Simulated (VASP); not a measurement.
Crystal: MnHg.

```
Hg Mn
1.0
     3.28800    0.00000    0.00000
     0.00000    3.28800    0.00000
     0.00000    0.00000    3.31300
Hg Mn
1 1
Direct
  0.00000 0.00000 0.00000
  0.50000 0.50000 0.50000
```

Program: VASP 6.6.1. Alike in all runs: task single point; level PBE; potentials or basis VASP PAW PBE potentials, release 64 (Hg, Mn_pv); cell as given; k mesh 9 × 9 × 9; cutoff (eV) 520; smearing fermi-dirac 0.1 eV.

**Question.** Order these runs on this cell by their pressure, lowest first.
A. spin collinear, ferromagnetic start; fixed moment (μB) 1.52
B. spin collinear, ferromagnetic start; fixed moment (μB) 4.57
C. spin collinear, ferromagnetic start; fixed moment (μB) 3.04
D. spin collinear, ferromagnetic start; fixed moment (μB) 6.09
E. spin collinear, zero start; fixed moment (μB) 0.0

**Answer.** E (-12.7 GPa), A (-9.7 GPa), C (-3.4 GPa), B (8.1 GPa), D (27.1 GPa).

Caveats: the total moment is fixed, so each spin has its own Fermi level and the state may be an excited one (at least some runs); the cell stands under tension (at least some runs); the cell stands under pressure (at least some runs); the total moment is fixed, so each spin has its own Fermi level (at least some runs).
